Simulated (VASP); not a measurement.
Set up this calculation in VASP 6.6.1, as the native input.

```
Task                   : single point
Functional             : PBE
Potentials or basis    : VASP PAW PBE potentials, release 64 (Pb_d, S)
Cutoff                 : 520 eV
k mesh                 : 4 × 4 × 4
Occupations            : gaussian, width 0.01 eV
Spin                   : no spin polarisation
Dipole correction      : no
Further INCAR settings : ALGO = Normal; EDIFF = 1e-06; NBANDS = 17
```

The structure of PbS lies in POSCAR:

```
PbS
1.0
   -0.0074680817      2.9872326629      2.9872326629
    2.9872326629     -0.0074680817      2.9872326629
    2.9797645813      2.9797645813      0.0000000000
Pb S
1 1
Direct
    0.0000000000      0.0000000000      0.0000000000
    0.5000000000      0.5000000000      0.5000000000
```

This cell differs from its parent crystal: shear xy strain -0.5%.

These files were run (other wordings do the same):

INCAR

```
PREC = Accurate ; ENCUT = 520
EDIFF = 1E-6 ; ISMEAR = 0
SIGMA = 0.01 ; LREAL = False
LASPH = True ; NELM = 100
ALGO = Normal ; ISIF = 2
LWAVE = False ; LCHARG = False
GGA = PE ; NBANDS = 17
```

KPOINTS

```
regular mesh
0
Gamma
  4 4 4
```

Potentials or basis: VASP PAW PBE potentials, release 64 (Pb_d, S).

Launch:

```sh
$ cat potpaw_PBE.64/Pb_d/POTCAR potpaw_PBE.64/S/POTCAR > POTCAR
$ mpirun -np 1 vasp_std > vasp.out
```

Results of the run:

* Pressure: 0.9 GPa
* Band gap on the k mesh: 0.42 eV, indirect (least direct gap 0.44 eV)

Caveat: the k points lie up to 0.46 Å⁻¹ apart; the cell differs from its parent crystal (shear xy strain -0.5%); spin-orbit coupling is left out, which moves the levels of the heavy elements.

Run time: 16 s on 1 thread of AMD EPYC 7R43 64-Core Processor (Zen 3) (shared host), peak memory 0.14 GiB.
